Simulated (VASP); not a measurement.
Ag:

```
Ag
1.0
     0.00000    2.04275    2.04275
     2.04275    0.00000    2.04275
     2.04275    2.04275    0.00000
Ag
1
Direct
  0.00000 0.00000 0.00000
```

```yaml
Program: VASP 6.6.1
Task: relaxation of cell and atoms
Functional: PBEsol
Potentials_or_basis: VASP PAW PBE potentials, release 64 (Ag)
Cutoff: 600 eV
k_mesh: 17 × 17 × 17
Occupations: fermi-dirac, width 0.1 eV
Spin: no spin polarisation
```

At the start: pressure -2.8 GPa; volume 17.05 Å³/atom.

Problem. Where does the relaxation end?

Solution. Over 3 steps the energy falls by 3.9 meV/atom and the volume is 16.62 Å³/atom (-2.5 %); space group Fm-3m (No. 225, to 0.1 Å) before and after.

Step by step:
```tsv
step	energy change (eV)	largest force (eV/Å)	pressure (GPa)	volume (Å³)
1	0.0000	0.0000	-2.81	17.05
2	-0.0018	0.0000	2.27	16.32
3	-0.0039	0.0000	-0.01	16.62
```

Final structure:
```xyz
1
Lattice="0.0000 2.0255 2.0255 2.0255 0.0000 2.0255 2.0255 2.0255 0.0000" Properties=species:S:1:pos:R:3 pbc="T T T"
Ag    0.0000    0.0000    0.0000
```

Caveat: the PAW data sets were made with another functional, which shifts forces and pressure a little.
